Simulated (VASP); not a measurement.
Runs of VASP 6.6.1 on Cd2S. The structure is that of space group Pn-3m (No. 224), or close to it. The cells are those of the table. The cell was generated, and may not be a known phase.

```csv
task,cell,k mesh,cutoff (eV),gap on the mesh (eV),pressure (GPa),relaxed volume (Å³/atom)
single point,"a = 5.933 Å, 6 atoms",6 × 6 × 6,520,none,0.2,-
relaxation of cell and atoms,"relaxed from a = 5.899 Å, 6 atoms",6 × 6 × 6,600,none,0.0,(a)
single point,"a = 5.215 Å, 6 atoms",4 × 4 × 4,520,none,(b),-
relaxation of cell and atoms,"relaxed from a = 5.215 Å, 6 atoms",4 × 4 × 4,600,none,0.0,34.85
single point,"a = 5.899 Å, 6 atoms",4 × 4 × 4,520,none,0.4,-
```

Alike in all rows: level PBE; potentials or basis VASP PAW PBE potentials, release 64 (Cd, S); no spin polarisation; smearing gaussian 0.1 eV.

Question: Fill in the values left out.

Answer: (a) 35.06; (b) 21.3.

Caveats: the cell stands under pressure (at least some runs); the volume moved by over 15 % at a fixed basis, so the end points are rough (at least some runs).

A k mesh can miss the band edges, and the runs leave out spin-orbit coupling on Cd.

A gap of «none» marks levels without a gap at the run's occupations.
